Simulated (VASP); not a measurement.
Crystal: AlIn2As3.

```
CELL_PARAMETERS angstrom
-2.01211 2.01211 8.53666
2.01211 -2.01211 8.53666
2.01211 2.01211 -8.53666
ATOMIC_POSITIONS crystal
Al 0.50000 0.50000 0.00000
In 0.83333 0.83333 0.00000
In 0.16667 0.16667 0.00000
As 0.41667 0.91667 0.50000
As 0.08333 0.58333 0.50000
As 0.75000 0.25000 0.50000
```

```yaml
Program: VASP 6.6.1
Task: relaxation of cell and atoms
Functional: PBE
Potentials_or_basis: VASP PAW PBE potentials, release 64 (Al, In_d, As)
Cutoff: 600 eV
k_mesh: 6 × 6 × 6
Occupations: gaussian, width 0.1 eV
Spin: no spin polarisation
```

At the start: pressure 15.1 GPa; volume 23.04 Å³/atom.

Question: How do energy, volume and symmetry change on relaxing?

Answer: Over 9 steps the energy falls by 220.1 meV/atom and the volume is 27.37 Å³/atom (+18.8 %); space group I-4m2 (No. 119, to 0.1 Å) before and after.

Step by step:
| step | energy change (eV) | largest force (eV/Å) | pressure (GPa) | volume (Å³) |
| --- | --- | --- | --- | --- |
| 1 | 0.0000 | 1.9419 | 15.15 | 138.25 |
| 2 | -0.8889 | 0.3688 | -4.98 | 186.56 |
| 3 | -1.2277 | 0.6281 | -0.41 | 166.59 |
| 4 | -1.2274 | 0.6455 | -0.23 | 165.99 |
| 5 | -1.2684 | 0.4524 | -0.05 | 165.15 |
| 6 | -1.3135 | 0.2306 | 0.54 | 162.86 |
| 7 | -1.3190 | 0.0696 | -0.35 | 165.52 |
| 8 | -1.3199 | 0.0790 | -0.13 | 164.78 |
| 9 | -1.3208 | 0.0200 | 0.05 | 164.24 |

Final structure:
```
Al In As
1.0
    -2.13061    2.13061    9.04520
     2.13061   -2.13061    9.04520
     2.13061    2.13061   -9.04520
Al In As
1 2 3
Direct
  0.50000 0.50000 0.00000
  0.83764 0.83764 0.00000
  0.16236 0.16236 0.00000
  0.42607 0.92607 0.50000
  0.07393 0.57393 0.50000
  0.75000 0.25000 0.50000
```

Caveat: the volume moved by over 15 % at a fixed basis, so the end points are rough.
